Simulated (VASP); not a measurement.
# Bi (I4/mmm) in VASP: notebook, part 2 of 2

VASP 6.6.1. Earlier steps stand in the parts before.

## (3) Single point, LDA

This run uses another cell than the first one, of 106.11 Å³/atom, 1.021 times its volume.

File INCAR:

```
ALGO = Normal ; EDIFF = 1E-7
ENCUT = 520 ; ISIF = 2
ISMEAR = 1 ; LASPH = T
LCHARG = F ; LREAL = F
LWAVE = F ; NBANDS = 14
NELM = 60 ; PREC = Accurate
SIGMA = 0.1
```

File KPOINTS:

```
k-points
0
Gamma
  6 6 6
```

File POSCAR:

```
Bi
1.0
   -4.2462651522      4.2462651522      1.4712447364
    4.2462651522     -4.2462651522      1.4712447364
    4.2462651522      4.2462651522     -1.4712447364
Bi
1
Direct
    0.0000000000      0.0000000000      0.0000000000
```

Potentials or basis: VASP PAW LDA potentials, release 64 (Bi_d).

Command:

```sh
$ cat potpaw_LDA.64/Bi_d/POTCAR > POTCAR
$ mpirun -np 1 vasp_std > vasp.out
```

OUTCAR:

```text
EDIFF = 1E-7
   ENCUT = 520
   ISIF = 2
   ISMEAR = 1
   LASPH = T
   LREAL = F
   NELM = 60
   PREC = Accurate

 ion  position               nearest neighbor table
   1  0.000  0.000  0.000-

  LATTYP: Found a body centered tetragonal cell.
 ALAT       =     8.4925303044
 C/A-ratio  =     0.3464797142

  Lattice vectors:

 A1 = (  -4.2462651522,   4.2462651522,   1.4712447364)
 A2 = (   4.2462651522,  -4.2462651522,   1.4712447364)
 A3 = (   4.2462651522,   4.2462651522,  -1.4712447364)
[... 578 lines left out ...]
      5     -23.1667      2.00000
      6      -9.4349      2.00000
      7      -4.4838      2.00000
      8       0.4291      0.00000
      9       0.4319      0.00000
     10       4.8783      0.00000
     11       4.9750      0.00000
     12       5.9343      0.00000
     13       6.9416      0.00000
     14       7.5370      0.00000

 [... further k-points ...]
[... 5 lines left out ...]
  --------------------------------------------------------------------------------------
  -------------------------------------------------------------------------------------
  Total       -0.1044121     -0.1044121     -0.6194848      0.0000000     -0.0000000      0.0000000
  in kB       -1.5765296     -1.5765296     -9.3536716      0.0000000     -0.0000000      0.0000000
  external PRESSURE =      -4.1689103 kB  Pullay stress =       0.0000000 kB

 VOLUME and BASIS-vectors are now :
 -----------------------------------------------------------------------------
  energy-cutoff  :      520.00
  volume of cell :      106.11
      direct lattice vectors                 reciprocal lattice vectors
    -4.246265152  4.246265152  1.471244736     0.000000000  0.117750537  0.339848285
     4.246265152 -4.246265152  1.471244736     0.117750537  0.000000000  0.339848285
     4.246265152  4.246265152 -1.471244736     0.117750537  0.117750537  0.000000000

 POSITION                                       TOTAL-FORCE (eV/Angst)
 -----------------------------------------------------------------------------------
      0.00000      0.00000      0.00000         0.000000      0.000000      0.000000
 -----------------------------------------------------------------------------------
    total drift:                               -0.000000      0.000000      0.000000

  FREE ENERGIE OF THE ION-ELECTRON SYSTEM (eV)
  ---------------------------------------------------
  free  energy   TOTEN  =        -3.1438055318 eV

  energy  without entropy=       -3.1474160981  energy(sigma->0) =       -3.14500905
```

Wall time 82 s (1 thread of Intel Xeon 6975P-C, shared host); peak memory 0.24 GiB.

Results:

```
Free energy : -3.1438 eV
Pressure    : -0.4 GPa
```

Caveat: the k points lie up to 0.38 Å⁻¹ apart; spin-orbit coupling is left out, which moves the levels of the heavy elements.

## (4) Single point, LDA

This run uses another cell than the first one, of 105.86 Å³/atom, 1.018 times its volume.

File INCAR:

```
SYSTEM = Bi
  PREC = Accurate
  ENCUT = 520
  EDIFF = 1E-6
  ISMEAR = 1
  SIGMA = 0.1
  LREAL = .FALSE.
  LASPH = .TRUE.
  NELM = 60
  ALGO = Normal
  ISIF = 2
  LWAVE = .FALSE.
  LCHARG = .TRUE.
  GGA = CA
  LELF = .TRUE.
  LVHAR = .TRUE.
  NBANDS = 14
```

File KPOINTS:

```
regular mesh
0
G
  6 6 6
  0 0 0
```

File POSCAR:

```
Bi
1.0
   -4.2454009809      4.2454009809      1.4683163704
    4.2454009809     -4.2454009809      1.4683163704
    4.2454009809      4.2454009809     -1.4683163704
Bi
1
Direct
    0.0000000000      0.0000000000      0.0000000000
```

Command:

```sh
$ cat potpaw_LDA.64/Bi_d/POTCAR > POTCAR
$ mpirun -np 1 vasp_std > vasp.out
```

It took 69 s on 1 thread of Intel Xeon 6975P-C, shared host; peak memory 0.24 GiB.

The run converged. Its results:

```
Free energy : -3.1450 eV
Pressure    : -0.4 GPa
```

Stress tensor (GPa, compression positive):
```
-0.18  0.00  0.00
 0.00 -0.18  0.00
 0.00  0.00 -0.82
```

Levels at points of the mesh, in eV from the Fermi level:
```tsv
k point	band 4	band 5	band 6	band 7	band 8	band 9	band 10	band 11	band 12	band 13
(0.00, 0.00, 0.00)	-21.55	-21.55	-10.82	-0.60	-0.60	3.25	5.09	7.84	8.37	8.37
(0.50, 0.00, 0.00)	-21.78	-21.34	-7.60	-2.68	2.26	2.27	6.49	6.74	8.49	9.47
(0.50, 0.50, 0.00)	-21.55	-21.55	-10.81	-1.01	-0.56	4.32	5.52	6.33	8.23	8.24
(0.50, 0.50, 0.50)	-21.55	-21.55	-10.80	-0.94	-0.94	4.39	7.00	7.00	7.62	8.77
```

Caveat: the k points lie up to 0.38 Å⁻¹ apart; spin-orbit coupling is left out, which moves the levels of the heavy elements.

## (5) Single point, LDA

This run uses another cell than the first one, of 105.38 Å³/atom, 1.014 times its volume.

File INCAR:

```
PREC     = Accurate       # precision mode
ENCUT    = 520            # plane-wave cutoff, eV
EDIFF    = 1E-7           # SCF threshold, eV
ISMEAR   = 1              # smearing method
SIGMA    = 0.1            # smearing width, eV
LREAL    = False          # projectors in reciprocal space
LASPH    = True           # aspherical terms in the spheres
NELM     = 80             # most SCF steps
ALGO     = Normal         # electronic algorithm
ISIF     = 2              # what is computed and relaxed
LWAVE    = False          # write WAVECAR
LCHARG   = False          # write CHGCAR
NBANDS   = 14             # bands
```

File KPOINTS:

```
Automatic mesh
0
Gamma
  6 6 6
```

File POSCAR:

```
Bi
1.0
   -4.2436568351      4.2436568351      1.4629612259
    4.2436568351     -4.2436568351      1.4629612259
    4.2436568351      4.2436568351     -1.4629612259
Bi
1
Direct
    0.0000000000      0.0000000000      0.0000000000
```

Potentials or basis: VASP PAW LDA potentials, release 64 (Bi_d).

Command:

```sh
$ cat potpaw_LDA.64/Bi_d/POTCAR > POTCAR
$ mpirun -np 1 vasp_std > vasp.out
```

OUTCAR:

```text
PREC = Accurate
   ENCUT = 520
   EDIFF = 1E-7
   ISMEAR = 1
   LREAL = False
   LASPH = True
   NELM = 80
   ISIF = 2

 ion  position               nearest neighbor table
   1  0.000  0.000  0.000-

  LATTYP: Found a body centered tetragonal cell.
 ALAT       =     8.4873136702
 C/A-ratio  =     0.3447406995

  Lattice vectors:

 A1 = (  -4.2436568351,   4.2436568351,   1.4629612259)
 A2 = (   4.2436568351,  -4.2436568351,   1.4629612259)
 A3 = (   4.2436568351,   4.2436568351,  -1.4629612259)

Analysis of symmetry for initial positions (statically):
[... 580 lines left out ...]
      9       0.4912      0.00000
     10       4.9259      0.00000
     11       5.0200      0.00000
     12       5.9937      0.00000
     13       7.0075      0.00000
     14       7.5990      0.00000

 [... further k-points ...]
[... 5 lines left out ...]
  --------------------------------------------------------------------------------------
  -------------------------------------------------------------------------------------
  Total       -0.0983972     -0.0983972     -0.3952061      0.0000000     -0.0000000      0.0000000
  in kB       -1.4959593     -1.4959593     -6.0084291      0.0000000     -0.0000000      0.0000000
  external PRESSURE =      -3.0001159 kB  Pullay stress =       0.0000000 kB

 VOLUME and BASIS-vectors are now :
 -----------------------------------------------------------------------------
  energy-cutoff  :      520.00
  volume of cell :      105.38
      direct lattice vectors                 reciprocal lattice vectors
    -4.243656835  4.243656835  1.462961226     0.000000000  0.117822911  0.341772558
     4.243656835 -4.243656835  1.462961226     0.117822911  0.000000000  0.341772558
     4.243656835  4.243656835 -1.462961226     0.117822911  0.117822911  0.000000000

 POSITION                                       TOTAL-FORCE (eV/Angst)
 -----------------------------------------------------------------------------------
      0.00000      0.00000      0.00000        -0.000000     -0.000000      0.000000
 -----------------------------------------------------------------------------------
    total drift:                               -0.000000      0.000000      0.000000

  FREE ENERGIE OF THE ION-ELECTRON SYSTEM (eV)
  ---------------------------------------------------
  free  energy   TOTEN  =        -3.1466966559 eV

  energy  without entropy=       -3.1500717997  energy(sigma->0) =       -3.14782170
```

stdout:

```text
POSCAR found type information on POSCAR Bi
 POSCAR found :  1 types and       1 ions
 scaLAPACK will be used
 LDA part: xc-table for (Slater(with rela. corr.)+CA(PZ))
 , standard interpolation
 POSCAR, INCAR and KPOINTS ok, starting setup
 FFT: planning ... GRIDC
 FFT: planning ... GRID_SOFT
 FFT: planning ... GRID
 WAVECAR not read
 entering main loop
```

It took 75 s on 1 thread of Intel Xeon 6975P-C, shared host; peak memory 0.25 GiB.

Results:

- Free energy: -3.1467 eV
- Pressure: -0.3 GPa

Caveat: the k points lie up to 0.38 Å⁻¹ apart; spin-orbit coupling is left out, which moves the levels of the heavy elements.

## (6) Overview

| cell | gap on the mesh (eV) | pressure (GPa) |
| --- | --- | --- |
| a = 6.150 Å, angles 93.2, 93.2, 152.6°, 1 atom | none | -0.2 |
| a = 6.183 Å, angles 93.2, 93.2, 152.5°, 1 atom | none | -0.4 |
| a = 6.181 Å, angles 93.2, 93.2, 152.5°, 1 atom | none | -0.4 |
| a = 6.177 Å, angles 93.2, 93.2, 152.6°, 1 atom | none | -0.3 |

Alike in all rows: task single point; level LDA; potentials or basis VASP PAW LDA potentials, release 64 (Bi_d); no spin polarisation; k mesh 6 × 6 × 6; cutoff (eV) 520; smearing methfessel-paxton 0.1 eV.

Caveats: all runs use coarse meshes; spin-orbit coupling is left out, which moves the levels of the heavy elements.

Absolute energies hang on the potentials; compare differences alone.
